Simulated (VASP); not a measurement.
Crystal: Fe.

```
Fe
1.0
     1.25576   -2.17503    0.00000
     1.25576    2.17503    0.00000
     0.00000    0.00000    4.04565
Fe
2
Direct
  0.33333 0.66667 0.25000
  0.66667 0.33333 0.75000
```

This isn't the form of Fe at room conditions, which is bcc.

| Item | Value |
| --- | --- |
| Program | VASP 6.6.1 |
| Task | relaxation of cell and atoms |
| Functional | PBE |
| Potentials or basis | VASP PAW PBE potentials, release 64 (Fe) |
| Cutoff | 600 eV |
| k mesh | 6 × 6 × 4 |
| Occupations | fermi-dirac, width 0.1 eV |
| Spin | no spin polarisation |

At the start: pressure -18.6 GPa; volume 11.05 Å³/atom.

Q: Where does the relaxation end?

A: Over 9 steps the energy falls by 57.9 meV/atom and the volume is 10.21 Å³/atom (-7.6 %); space group P6_3/mmc (No. 194, to 0.1 Å) before and after.

Step by step:
```tsv
step	energy change (eV)	largest force (eV/Å)	pressure (GPa)	volume (Å³)
1	0.0000	0.0000	-18.62	22.10
2	0.1445	0.0000	42.23	18.24
3	-0.1129	0.0000	-0.13	20.43
4	-0.1130	0.0000	0.42	20.40
5	-0.1130	0.0000	0.89	20.36
6	-0.1155	0.0000	0.41	20.40
7	-0.1157	0.0000	0.48	20.39
8	-0.1156	0.0000	-0.59	20.47
9	-0.1157	0.0000	0.03	20.43
```

Final structure:
```
CELL_PARAMETERS angstrom
1.23329 -2.13612 0.00000
1.23329 2.13612 0.00000
0.00000 0.00000 3.87655
ATOMIC_POSITIONS crystal
Fe 0.33333 0.66667 0.25000
Fe 0.66667 0.33333 0.75000
```

Caveat: the k points lie up to 0.49 Å⁻¹ apart in the final cell, too coarse for converged energies and pressures of a metal; the run has no spin polarisation, though such a crystal can be magnetic.
